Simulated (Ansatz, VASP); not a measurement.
## One calculation of Pd, two programs

```
Pd
1.0
    -1.56987    1.56987    1.56987
     1.56987   -1.56987    1.56987
     1.56987    1.56987   -1.56987
Pd
1
Direct
  0.00000 0.00000 0.00000
```

Alike in both runs: task single point; functional r2SCAN; k mesh 18 × 18 × 18; occupations gaussian, width 0.05 eV; no spin polarisation.

|  | VASP | Ansatz |
| --- | --- | --- |
| version | VASP 6.6.1 | Ansatz 0.2.0 |
| potentials or method | VASP PAW PBE potentials, release 64 (Pd), cutoff 520 eV | scalar-relativistic, plane waves, PAW |
| valence electrons in the cell | 10 | 18 |

Ansatz gave:

- gap on the k mesh at the Fermi level (eV): none
- pressure (GPa): -4.9

Problem. Estimate VASP's values.

Solution. gap on the k mesh at the Fermi level (eV): none; pressure (GPa): -4.4.

VASP's potentials were made for PBE, not for r2SCAN. A gap of «none» marks a metal or a gap that the smearing closes. With one functional, cell and mesh, what is left measures potentials, basis and numerics. VASP's potentials hold 10 valence electrons a cell and Ansatz's 18, so a difference there can come from the potentials and not from the codes.
